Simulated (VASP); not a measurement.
# KBr (Fm-3m) in VASP: a series of runs, part 2 of 2

VASP 6.6.1. Earlier steps stand in the parts before.

**3. Relaxation of cell and atoms, LDA**

The input, INCAR:

```
SYSTEM = KBr
  ALGO = Normal
  EDIFF = 1E-6
  EDIFFG = -0.005
  ENCUT = 600
  IBRION = 2
  ISIF = 3
  ISMEAR = 0
  LASPH = .TRUE.
  LCHARG = .FALSE.
  LREAL = .FALSE.
  LWAVE = .FALSE.
  NELM = 60
  NSW = 100
  PREC = Accurate
  SIGMA = 0.02
```

The input, KPOINTS:

```
k-points
0
G
  6 6 6
  0 0 0
```

The input, POSCAR:

```
KBr
1.0
    0.0000000000      3.1856269473      3.1856269473
    3.1856269473      0.0000000000      3.1856269473
    3.1856269473      3.1856269473      0.0000000000
K Br
1 1
Direct
    0.0000000000      0.0000000000      0.0000000000
    0.5000000000      0.5000000000      0.5000000000
```

Potentials or basis: VASP PAW LDA potentials, release 64 (K_sv, Br).

Run with:

```console
$ cat potpaw_LDA.64/K_sv/POTCAR potpaw_LDA.64/Br/POTCAR > POTCAR
$ mpirun -np 1 vasp_std > vasp.out
```

OUTCAR:

```text
SYSTEM = KBr
   EDIFF = 1E-6
   EDIFFG = -0.005
   ENCUT = 600
   IBRION = 2
   ISIF = 3
   ISMEAR = 0
   LASPH = .TRUE.
   LREAL = .FALSE.
   NELM = 60
   NSW = 100
   PREC = Accurate

 ion  position               nearest neighbor table
   1  0.000  0.000  0.000-   2 3.19   2 3.19   2 3.19   2 3.19   2 3.19   2 3.19
   2  0.500  0.500  0.500-   1 3.19   1 3.19   1 3.19   1 3.19   1 3.19   1 3.19

  LATTYP: Found a face centered cubic cell.
 ALAT       =     6.3712538946

  Lattice vectors:

 A1 = (   0.0000000000,   3.1856269473,   3.1856269473)
 A2 = (   3.1856269473,   0.0000000000,   3.1856269473)
 A3 = (   3.1856269473,   3.1856269473,   0.0000000000)

Analysis of symmetry for initial positions (statically):
=====================================================================
 Subroutine PRICEL returns:
 Original cell was already a primitive cell.

 Routine SETGRP: Setting up the symmetry group for a
 face centered cubic supercell.

 Subroutine GETGRP returns: Found 48 space group operations
 (whereof 48 operations were pure point group operations)
 out of a pool of 48 trial point group operations.

The static configuration has the point symmetry O_h .

Analysis of symmetry for dynamics (positions and initial velocities):
=====================================================================
 Subroutine PRICEL returns:
 Original cell was already a primitive cell.

 Routine SETGRP: Setting up the symmetry group for a
 face centered cubic supercell.

 Subroutine GETGRP returns: Found 48 space group operations
 (whereof 48 operations were pure point group operations)
 out of a pool of 48 trial point group operations.

The dynamic configuration has the point symmetry O_h .

 Subroutine INISYM returns: Found 48 space group operations
 (whereof 48 operations are pure point group operations),
 and found     1 'primitive' translations

----------------------------------------------------------------------------------------

                                     Primitive cell

  volume of cell :      64.6569

  direct lattice vectors                    reciprocal lattice vectors
     0.000000000  3.185626947  3.185626947    -0.156954976  0.156954976  0.156954976
     3.185626947  0.000000000  3.185626947     0.156954976 -0.156954976  0.156954976
     3.185626947  3.185626947  0.000000000     0.156954976  0.156954976 -0.156954976

  length of vectors
     4.505156834  4.505156834  4.505156834     0.271853992  0.271853992  0.271853992

  position of ions in fractional coordinates (direct lattice)
     0.000000000  0.000000000  0.000000000
     0.500000000  0.500000000  0.500000000

  ion indices of the primitive-cell ions
   primitive index   ion index
                 1           1
                 2           2

----------------------------------------------------------------------------------------

 KPOINTS: k-points

Automatic generation of k-mesh.
 Grid dimensions read from file:
 generate k-points for:    6    6    6

 Generating k-lattice:

  Cartesian coordinates                     Fractional coordinates (reciprocal lattice)
    -0.026159163  0.026159163  0.026159163     0.166666667  0.000000000  0.000000000
     0.026159163 -0.026159163  0.026159163     0.000000000  0.166666667  0.000000000
     0.026159163  0.026159163 -0.026159163     0.000000000  0.000000000  0.166666667

  Length of vectors
     0.045308999  0.045308999  0.045308999

  Shift w.r.t. Gamma in fractional coordinates (k-lattice)
     0.000000000  0.000000000  0.000000000

 Subroutine IBZKPT returns following result:
 ===========================================

 Found     16 irreducible k-points:

 Following reciprocal coordinates:
            Coordinates               Weight
  0.000000  0.000000  0.000000      1.000000
  0.166667  0.000000  0.000000      8.000000
  0.333333  0.000000  0.000000      8.000000
  0.500000  0.000000  0.000000      4.000000
  0.166667  0.166667  0.000000      6.000000
  0.333333  0.166667  0.000000     24.000000
[... 8 lines left out ...]
 -0.333333  0.333333  0.166667     24.000000
 -0.333333  0.500000  0.166667     12.000000
   k-points           NKPTS =     16   k-points in BZ     NKDIM =     16   number of bands    NBANDS=     12
   number of dos      NEDOS =    301   number of ions     NIONS =      2
   total plane-waves  NPLWV =  46656
   dimension x,y,z NGX =    36 NGY =   36 NGZ =   36
   dimension x,y,z NGXF=    72 NGYF=   72 NGZF=   72
   ions per type =               1   1
   NGX,Y,Z   is equivalent  to a cutoff of  13.28, 13.28, 13.28 a.u.
   NGXF,Y,Z  is equivalent  to a cutoff of  26.57, 26.57, 26.57 a.u.
 SYSTEM =  KBr
   PREC   = accura    normal or accurate (medium, high low for compatibility)
   ISTART =      0    job   : 0-new  1-cont  2-samecut
   ICHARG =      2    charge: 1-file 2-atom 10-const
   ISPIN  =      1    spin polarized calculation?
   LNONCOLLINEAR =      F non collinear calculations
   LSORBIT =      F    spin-orbit coupling
   LASPH  =      T    aspherical Exc in radial PAW
   ENCUT  =  600.0 eV  44.10 Ry    6.64 a.u.   9.00  9.00  9.00*2*pi/ulx,y,z
   NELM   =     60;   NELMIN=  2; NELMDL= -5     # of ELM steps
   EDIFF  = 0.1E-05   stopping-criterion for ELM
   LREAL  =      F    real-space projection
   EDIFFG = -.5E-02   stopping-criterion for IOM
   NSW    =    100    number of steps for IOM
   IBRION =      2    ionic relax: 0-MD 1-quasi-New 2-CG
   NFREE  =      1    steps in history (QN), initial steepest desc. (CG)
   ISIF   =      3    stress and relaxation
   ISYM   =      2    0-nonsym 1-usesym 2-fastsym
   POTIM  = 0.5000    time-step for ionic-motion
   TEBEG  =    0.0;   TEEND  =   0.0 temperature during run
   PSTRESS=    0.0 pullay stress
   NELECT =      16.0000    total number of electrons
   NUPDOWN=      -1.0000    fix difference up-down
   EMIN   =  10.00;   EMAX   =-10.00  energy-range for DOS
   EFERMI =   0.00;   METHOD = LEGACY
   ISMEAR =     0;   SIGMA  =   0.02  broadening in eV -4-tet -1-fermi 0-gaus
   EFERMI_NEDOS =   21; number of points for ismear=-14 and -15
   IALGO  =     38    algorithm
   IMIX   =      4    mixing-type and parameters
     AMIX     =   0.40;   BMIX     =  1.00
     AMIX_MAG =   1.60;   BMIX_MAG =  1.00
  volume/ion in A,a.u.               =      32.33       218.16
  Fermi-wavevector in a.u.,A,eV,Ry     =   1.027803  1.942266 14.372911  1.056379
  Thomas-Fermi vector in A             =   2.161767
   LORBIT       =      0    0 simple, 1 ext, 2 COOP (PROOUT), +10 PAW based schemes
   GGA     = CA    functional components
   LHFCALC =     F    Hartree Fock is set to
   AEXX    =    0.0000 exact exchange contribution
   IVDW    =     0    specifies the selected vdW correction
   LEPSILON=     F    determine dielectric tensor
   LRPA    =     F    only Hartree local field effects (RPA)
 conjugate gradient relaxation of ions
 non-spin polarized calculation
 Gauss-broadening in eV      SIGMA  =   0.02
  energy-cutoff  :      600.00
  volume of cell :       64.66
 maximum number of plane-waves:      2176
   NGX = 17   NGY = 17   NGZ = 17

--------------------------------------- Ionic step        1  -------------------------------------------

 number of electron      16.0000000 magnetization

 Free energy of the ion-electron system (eV)
  ---------------------------------------------------
  ext. energy  EPLUGINS =         0.00000000
  ---------------------------------------------------
  free energy    TOTEN  =        -6.83462966 eV

  energy without entropy =       -6.83462966  energy(sigma->0) =       -6.83462966

------------------------ aborting loop because EDIFF is reached ----------------------------------------

  FORCE on cell =-STRESS in cart. coord.  units (eV):
  Direction    XX          YY          ZZ          XY          YZ          ZX
  --------------------------------------------------------------------------------------
  -------------------------------------------------------------------------------------
  Total        0.0421147      0.0421147      0.0421147      0.0000000      0.0000000      0.0000000
  in kB        1.0435885      1.0435885      1.0435885      0.0000000      0.0000000      0.0000000
  external PRESSURE =       1.0435885 kB  Pullay stress =       0.0000000 kB
[... 165 lines left out ...]
  energy  without entropy=       -6.8347432684  energy(sigma->0) =       -6.83474327

--------------------------------------- Ionic step        6  -------------------------------------------

 number of electron      16.0000000 magnetization

 Free energy of the ion-electron system (eV)
  ---------------------------------------------------
  ext. energy  EPLUGINS =         0.00000000
  ---------------------------------------------------
  free energy    TOTEN  =        -6.83474446 eV

  energy without entropy =       -6.83474446  energy(sigma->0) =       -6.83474446

 E-fermi :  -1.3367     XC(G=0):  -8.2962

 val. band max:       -1.4684084336   @ k =   0.0000   0.0000   0.0000
 cond. band min:       2.8466786876   @ k =   0.0000   0.0000   0.0000
 fundamental gap:      4.3150871213
 Fermi energy:        -1.3367061560

 k-point     1 :       0.0000    0.0000    0.0000
  band No.  band energies     occupation
      1     -28.6866      2.00000
      2     -13.9290      2.00000
      3     -12.4120      2.00000
      4     -12.4120      2.00000
      5     -12.4120      2.00000
      6      -1.4684      2.00000
      7      -1.4684      2.00000
      8      -1.4684      2.00000
      9       2.8467      0.00000
     10       5.8718      0.00000
     11       5.8718      0.00000
     12       5.8718      0.00000
[... 252 lines left out ...]
  FREE ENERGIE OF THE ION-ELECTRON SYSTEM (eV)
  ---------------------------------------------------
  free  energy   TOTEN  =        -6.8347444604 eV

  energy  without entropy=       -6.8347444604  energy(sigma->0) =       -6.83474446

 reached required accuracy - stopping structural energy minimisation
```

Wall time 61 s (1 thread of Intel Xeon Platinum 8488C (Sapphire Rapids), shared host); peak memory 0.19 GiB.

What came out:

```
Free energy                            : -6.8347 eV
Relaxed volume                         : 32.49 Å³/atom
Relaxed cell                           : a = 4.513 Å, b = 4.513 Å, c = 4.513 Å, α = 60.00°, β = 60.00°, γ = 60.00°
Space group after relaxing (to 0.05 Å) : Fm-3m (No. 225)
Energy gained by relaxing              : 0.1 meV/atom
Ionic steps                            : 6
Pressure after relaxing                : 0.0 GPa
Band gap on the k mesh                 : 4.32 eV, direct
```

The path:
| step | energy change (eV) | largest force (eV/Å) | pressure (GPa) | volume (Å³) |
| --- | --- | --- | --- | --- |
| 1 | 0.0000 | 0.0000 | 0.10 | 64.66 |
| 2 | -0.0001 | 0.0000 | 0.04 | 64.85 |
| 3 | -0.0001 | 0.0000 | 0.05 | 64.94 |
| 4 | -0.0001 | 0.0000 | -0.04 | 65.11 |
| 5 | -0.0001 | 0.0000 | -0.04 | 65.03 |
| 6 | -0.0001 | 0.0000 | -0.01 | 64.99 |

Final structure:
```
CELL_PARAMETERS angstrom
0.00000 3.19103 3.19103
3.19103 0.00000 3.19103
3.19103 3.19103 0.00000
ATOMIC_POSITIONS crystal
K 0.00000 0.00000 0.00000
Br 0.50000 0.50000 0.50000
```

Levels at points of the mesh, in eV from the valence-band top:
```csv
k point,band 5,band 6,band 7,band 8,band 9,band 10,band 11,band 12
"(0.00, 0.00, 0.00)",-10.94,0.00,0.00,0.00,4.32,7.34,7.34,7.34
"(0.50, 0.00, 0.00)",-10.65,-1.47,-0.45,-0.45,6.46,8.29,9.78,9.78
"(0.50, 0.50, 0.00)",-11.00,-0.96,-0.33,-0.33,5.41,7.24,9.35,9.71
```
